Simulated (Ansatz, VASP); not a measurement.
## LiF: VASP beside Ansatz

```xyz
4
Lattice="2.9681 0.0000 0.0000 -1.4840 2.5704 0.0000 0.0000 0.0000 4.8558" Properties=species:S:1:pos:R:3 pbc="T T T"
Li    0.0000    1.7136    2.0008
Li    1.4840    0.8568    4.4287
F     0.0000    1.7136    4.8122
F     1.4840    0.8568    2.3843
```

Alike in both runs: task single point; functional LDA; k mesh 9 × 9 × 6; occupations gaussian, width 0.05 eV; no spin polarisation.

|  | VASP | Ansatz |
| --- | --- | --- |
| version | VASP 6.6.1 | Ansatz 0.2.0 |
| potentials or method | VASP PAW LDA potentials, release 64 (Li_sv, F), cutoff 520 eV | scalar-relativistic, plane waves, PAW |
| valence electrons in the cell | 20 | 20 |

|  | VASP | Ansatz | Ansatz less VASP |
| --- | --- | --- | --- |
| gap on the k mesh at the Fermi level (eV) | 7.74 | 7.76 | +0.017 |
| least direct gap on the mesh (eV) | 7.74 | 7.76 | +0.017 |
| rms of the force components (eV/Å) | 0.244 | 0.241 | -0.0030 |

LDA's correlation is that of Perdew and Zunger in VASP and of Perdew and Wang (1992) in Ansatz. Atom by atom the forces differ by 0.003 eV/Å (rms over components).

Noted on VASP's run: the cutoff is under 1.25 times that of the potentials, so the pressure is a little rough.
